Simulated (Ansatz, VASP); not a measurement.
**One calculation of ZrAg3, two programs**

```xyz
4
Lattice="4.2726 0.0000 0.0000 0.0000 4.2726 0.0000 0.0000 0.0000 4.2726" Properties=species:S:1:pos:R:3 pbc="T T T"
Zr    0.0000    0.0000    0.0000
Ag    0.0000    2.1363    2.1363
Ag    2.1363    2.1363    0.0000
Ag    2.1363    0.0000    2.1363
```

Alike in both runs: task single point; functional r2SCAN; k mesh 8 × 8 × 8; occupations gaussian, width 0.05 eV; no spin polarisation.

```csv
,VASP,Ansatz
version,VASP 6.6.1,Ansatz 0.2.0
potentials or method,"VASP PAW PBE potentials, release 64 (Zr_sv, Ag), cutoff 520 eV","scalar-relativistic, plane waves, PAW"
valence electrons in the cell,45,69
```

VASP gave:

```
gap on the k mesh at the Fermi level (eV) : none
pressure (GPa)                            : -2.3
```

Estimate Ansatz's values.

gap on the k mesh at the Fermi level (eV): none; pressure (GPa): -2.2.

VASP's potentials were made for PBE, not for r2SCAN. A gap of «none» marks a metal or a gap that the smearing closes. VASP's potentials hold 45 valence electrons a cell and Ansatz's 69, so a difference there can come from the potentials and not from the codes.
